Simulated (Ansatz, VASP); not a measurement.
# ZnS: VASP beside Ansatz

```
Zn S
1.0
     0.02381    2.67543    2.65162
     2.67543    0.02381    2.65162
     2.69925    2.69925    0.00000
Zn S
1 1
Direct
  0.00171 0.00171 0.99829
  0.24829 0.24829 0.25171
```

Change from the starting cell: strained cell.

Alike in both runs: functional PBEsol; k mesh 8 × 8 × 8; occupations gaussian, width 0.02 eV; no spin polarisation.

Ansatz relaxed the structure, and its values are those at the end. VASP's run is a single point on that final structure, the one shown.

|  | VASP | Ansatz |
| --- | --- | --- |
| version | VASP 6.6.1 | Ansatz 0.2.0 |
| potentials or method | VASP PAW PBE potentials, release 64 (Zn, S), cutoff 500 eV | scalar-relativistic, plane waves, PAW |
| valence electrons in the cell | 18 | 18 |

VASP gave:

| Property | Result |
| --- | --- |
| gap on the k mesh at the Fermi level (eV) | 2.10 |
| least direct gap on the mesh (eV) | 2.10 |
| pressure (GPa) | 1.2 |

Problem. Which values does Ansatz return?

Solution. gap on the k mesh at the Fermi level (eV): 2.09; least direct gap on the mesh (eV): 2.09; pressure (GPa): 1.0.

VASP's potentials were made for PBE, not for PBEsol, and Ansatz warns of the same on its side. With one functional, cell and mesh, what is left measures potentials, basis and numerics. Ansatz's warnings: stress scf threshold loose.
